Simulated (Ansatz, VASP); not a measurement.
# Mg5ZnS6 in VASP and in Ansatz

```
CELL_PARAMETERS angstrom
3.70786 0.00002 0.00015
0.00002 3.70956 0.00005
-0.00087 -0.00047 15.53225
ATOMIC_POSITIONS crystal
Mg 0.49999 0.49538 0.16452
Mg 0.99998 0.99548 0.33209
Mg 0.50000 0.49501 0.50000
Mg 0.00001 0.99548 0.66791
Mg 0.49999 0.49542 0.83550
Zn 0.00002 0.06686 0.00003
S 0.00000 0.99146 0.16321
S 0.49999 0.49508 0.33229
S 0.00000 0.99505 0.49999
S 0.50000 0.49510 0.66770
S 0.00000 0.99149 0.83677
S 0.50001 0.48819 0.00000
```

Change from the starting cell: cell x1, atoms moved at random (sigma 0.05 Å) and cell strained at random (1.5 %), then relaxed without symmetry.

Alike in both runs: functional PBE; k mesh 4 × 4 × 1; occupations gaussian, width 0.1 eV; no spin polarisation.

Ansatz relaxed the structure, and its values are those at the end. VASP's run is a single point on that final structure, the one shown.

```csv
,VASP,Ansatz
version,VASP 6.6.1,Ansatz 0.2.0
potentials or method,"VASP PAW PBE potentials, release 64 (Mg, Zn, S), cutoff 520 eV","scalar-relativistic, plane waves, PAW"
valence electrons in the cell,58,98
```

Ansatz gave:

- gap on the k mesh at the Fermi level (eV): 1.55
- least direct gap on the mesh (eV): 1.78
- pressure (GPa): 0.0
- rms of the force components (eV/Å): 0.001

Problem. What did VASP give for the same quantities?

Solution. gap on the k mesh at the Fermi level (eV): 1.53; least direct gap on the mesh (eV): 1.77; pressure (GPa): -0.2; rms of the force components (eV/Å): 0.005.

VASP's potentials hold 58 valence electrons a cell and Ansatz's 98, so a difference there can come from the potentials and not from the codes.

The k mesh is coarse, so the values compare programs but aren't converged.
